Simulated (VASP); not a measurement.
A run of VASP 6.6.1:

File POSCAR:

```
LiH
1.0
    0.0000000000      2.0630846863      2.0630846863
    2.0630846863      0.0000000000      2.0630846863
    2.0630846863      2.0630846863      0.0000000000
Li H
1 1
Direct
    0.0000000000      0.0000000000      0.0000000000
    0.5000000000      0.5000000000      0.5000000000
```

Contents of INCAR.step1:

```
PREC = Accurate
ENCUT = 520
EDIFF = 1E-5
ISMEAR = 0
SIGMA = 0.01
LREAL = False
LASPH = True
NELM = 60
ALGO = Normal
ISIF = 2
LWAVE = True
GGA = PE
NBANDS = 9
```

The input INCAR.step2:

```
PREC = Accurate
ENCUT = 520
EDIFF = 1E-6
ISMEAR = 0
SIGMA = 0.01
LREAL = False
LASPH = True
NELM = 60
ALGO = Normal
ISIF = 2
LWAVE = False
LCHARG = True
GGA = PE
LHFCALC = True
HFSCREEN = 0.2079
PRECFOCK = Normal
LELF = True
LVHAR = True
ISTART = 1
NBANDS = 9
```

Contents of KPOINTS:

```
Automatic mesh
0
Gamma
  8 8 8
```

Potentials or basis: VASP PAW PBE potentials, release 64 (Li_sv, H).

Run with:

```console
$ cat potpaw_PBE.64/Li_sv/POTCAR potpaw_PBE.64/H/POTCAR > POTCAR
$ cp INCAR.step1 INCAR
$ mpirun -np 1 vasp_std > vasp.out
$ cp INCAR.step2 INCAR
$ mpirun -np 1 vasp_std > vasp.out
```

Hardware: 1 thread of Intel Xeon 8259CL (shared host).

**Question.** Estimate the wall time of this run.

**Answer.** Run time: 8.1 min on 1 thread of Intel Xeon 8259CL (shared host), peak memory 0.25 GiB. Counts: k points 29.
